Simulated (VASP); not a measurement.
# Bi2Se3 (R-3m) in VASP: notebook, part 3 of 3

VASP 6.6.1. Earlier steps stand in the parts before.

## 6. Electric field gradients, PBE (equal xx and yy strain of +3 %)

The input, INCAR:

```
  PREC = Accurate
  ENCUT = 520
  EDIFF = 1E-8
  ISMEAR = -1
  SIGMA = 0.03
  LREAL = False
  LASPH = True
  NELM = 60
  ALGO = Normal
  ISIF = 2
  LWAVE = False
  LCHARG = False
  GGA = PE
  LEFG = True
  NBANDS = 32
```

The input, KPOINTS:

```
Automatic mesh
0
Gamma
  6 6 6
```

The input, POSCAR:

```
Bi2Se3
1.0
    2.1336442757      1.2318600969      9.5453300000
   -2.1336442757      1.2318600969      9.5453300000
    0.0000000000     -2.4637201939      9.5453300000
Bi Se
2 3
Direct
    0.4008000000      0.4008000000      0.4008000000
    0.5992000000      0.5992000000      0.5992000000
    0.0000000000      0.0000000000      0.0000000000
    0.2117000000      0.2117000000      0.2117000000
    0.7883000000      0.7883000000      0.7883000000
```

Potentials or basis: VASP PAW PBE potentials, release 64 (Bi_d, Se).

On the command line:

```console
$ cat potpaw_PBE.64/Bi_d/POTCAR potpaw_PBE.64/Se/POTCAR > POTCAR
$ mpirun -np 1 vasp_std > vasp.out
```

OUTCAR:

```text
PREC = Accurate
   ENCUT = 520
   EDIFF = 1E-8
   ISMEAR = -1
   LREAL = False
   LASPH = True
   NELM = 60
   ISIF = 2
   GGA = PE

 ion  position               nearest neighbor table
   1  0.401  0.401  0.401-   5 2.91   5 2.91   5 2.91   3 3.13   3 3.13   3 3.13
   2  0.599  0.599  0.599-   4 2.91   4 2.91   4 2.91   3 3.13   3 3.13   3 3.13
   3  0.000  0.000  0.000-   2 3.13   1 3.13   2 3.13   2 3.13   1 3.13   1 3.13
   4  0.212  0.212  0.212-   2 2.91   2 2.91   2 2.91
   5  0.788  0.788  0.788-   1 2.91   1 2.91   1 2.91

  LATTYP: Found a trigonal (rhomboedric) cell.
 ALAT       =     9.8581561157
 COS(alpha) =     0.9063122859

  Lattice vectors:

 A1 = (   2.1336442757,   1.2318600969,   9.5453300000)
 A2 = (  -2.1336442757,   1.2318600969,   9.5453300000)
 A3 = (   0.0000000000,  -2.4637201939,   9.5453300000)

Analysis of symmetry for initial positions (statically):
=====================================================================
 Subroutine PRICEL returns:
 Original cell was already a primitive cell.

 Routine SETGRP: Setting up the symmetry group for a
[... 1048 lines left out ...]
      0.00000     -0.00000     22.57375         0.000000      0.000000     -0.175222
 -----------------------------------------------------------------------------------
    total drift:                                0.000000      0.000000     -0.000000

  FREE ENERGIE OF THE ION-ELECTRON SYSTEM (eV)
  ---------------------------------------------------
  free  energy   TOTEN  =       -20.1824658886 eV

  energy  without entropy=      -20.1823423462  energy(sigma->0) =      -20.18240412

 Electric field gradients (V/A^2)
---------------------------------------------------------------------
 ion       V_xx      V_yy      V_zz      V_xy      V_xz      V_yz
---------------------------------------------------------------------
   1       0.314     0.314    -0.629    -0.000    -0.000     0.000
   2       0.314     0.314    -0.629    -0.000     0.000     0.000
   3     -26.848   -26.848    53.696     0.000     0.000     0.000
   4      12.658    12.658   -25.316     0.000    -0.000     0.000
   5      12.658    12.658   -25.316     0.000     0.000     0.000
---------------------------------------------------------------------

 Electric field gradients after diagonalization (V/A^2)
 (convention: |V_zz| > |V_xx| > |V_yy|)
----------------------------------------------------------------------
 ion       V_xx      V_yy      V_zz     asymmetry (V_yy - V_xx)/ V_zz
----------------------------------------------------------------------
   1       0.314     0.314    -0.629       0.000
   2       0.314     0.314    -0.629       0.000
   3     -26.848   -26.848    53.696       0.000
   4      12.658    12.658   -25.316       0.000
   5      12.658    12.658   -25.316       0.000
----------------------------------------------------------------------

           NMR quadrupolar parameters

 Cq : quadrupolar parameter    Cq=e*Q*V_zz/h
 eta: asymmetry parameters     (V_yy - V_xx)/ V_zz
 Q  : nuclear electric quadrupole moment in mb (millibarn)
----------------------------------------------------------------------
 ion       Cq(MHz)       eta       Q (mb)
----------------------------------------------------------------------
   1      -0.002       0.000       1.000
   2      -0.002       0.000       1.000
   3       0.130       0.000       1.000
   4      -0.061       0.000       1.000
   5      -0.061       0.000       1.000
----------------------------------------------------------------------
```

stdout:

```text
POSCAR found type information on POSCAR BiSe
 POSCAR found :  2 types and       5 ions
 scaLAPACK will be used
 LDA part: xc-table for (Slater+PW92), standard interpolation
 POSCAR, INCAR and KPOINTS ok, starting setup
 FFT: planning ... GRIDC
 FFT: planning ... GRID_SOFT
 FFT: planning ... GRID
 WAVECAR not read
 entering main loop
ion   1

ion   2

ion   3

ion   4

ion   5
```

Wall time 9.9 min (1 thread of Intel Xeon Platinum 8488C (Sapphire Rapids), shared host); peak memory 0.95 GiB.

Results:

```yaml
Free_energy: -20.1825 eV
Pressure: -1.0 GPa
Largest_force: 0.175 eV/Å
Band_gap_on_the_k_mesh: 0.17 eV
Largest_electric_field_gradient_by_atom: Bi -0.6; Se +53.7, -25.3 (each value once) V/Å²
```

Forces on the atoms (eV/Å):
```
Bi   0.000  0.000  0.001
Bi   0.000  0.000 -0.001
Se   0.000  0.000  0.000
Se   0.000  0.000  0.175
Se   0.000  0.000 -0.175
```

Levels at points of the mesh, in eV from the valence-band top:
```tsv
k point	band 21	band 22	band 23	band 24	band 25	band 26	band 27	band 28
(0.00, 0.00, 0.00)	-1.71	-1.08	-1.08	0.00	0.17	1.38	1.38	2.08
(0.50, 0.00, 0.00)	-2.66	-1.81	-1.04	-0.44	0.91	1.98	3.03	3.22
(0.50, 0.50, 0.00)	-1.67	-1.65	-1.44	-0.74	1.49	2.10	2.61	2.95
(0.50, 0.50, 0.50)	-1.48	-1.26	-1.26	-0.38	0.61	1.69	1.69	1.93
```

Electric field gradients, principal values (V/Å²):
```csv
atom,least,middle,greatest (by size)
1 Bi,0.314,0.314,-0.629
2 Bi,0.314,0.314,-0.629
3 Se,-26.848,-26.848,53.696
4 Se,12.658,12.658,-25.316
5 Se,12.658,12.658,-25.316
```

Caveat: the cell differs from its parent crystal (equal xx and yy strain of +3 %); without QUAD_EFG the Cq values of the log hold for a quadrupole moment of 1 mb, not for the nuclei; spin-orbit coupling is left out, which moves the levels of the heavy elements.

## 7. The runs side by side

```tsv
cell	gap on the mesh (eV)	pressure (GPa)	largest force (eV/Å)
a = 9.774 Å, angles 24.3°, 5 atoms	0.20	4.0	0.35
a = 9.873 Å, angles 24.3°, 5 atoms	0.23	1.9	0.16
a = 9.970 Å, angles 24.3°, 5 atoms	0.25	0.1	0.11
a = 9.858 Å, angles 25.0°, 5 atoms	0.17	-1.0	0.18
```

Alike in all rows: task electric field gradients; level PBE; potentials or basis VASP PAW PBE potentials, release 64 (Bi_d, Se); no spin polarisation; k mesh 6 × 6 × 6; cutoff (eV) 520; smearing fermi-dirac 0.03 eV.

Caveats: spin-orbit coupling is left out, which moves the levels of the heavy elements; the cell stands under pressure (at least some runs).

Absolute energies hang on the potentials; compare differences alone.
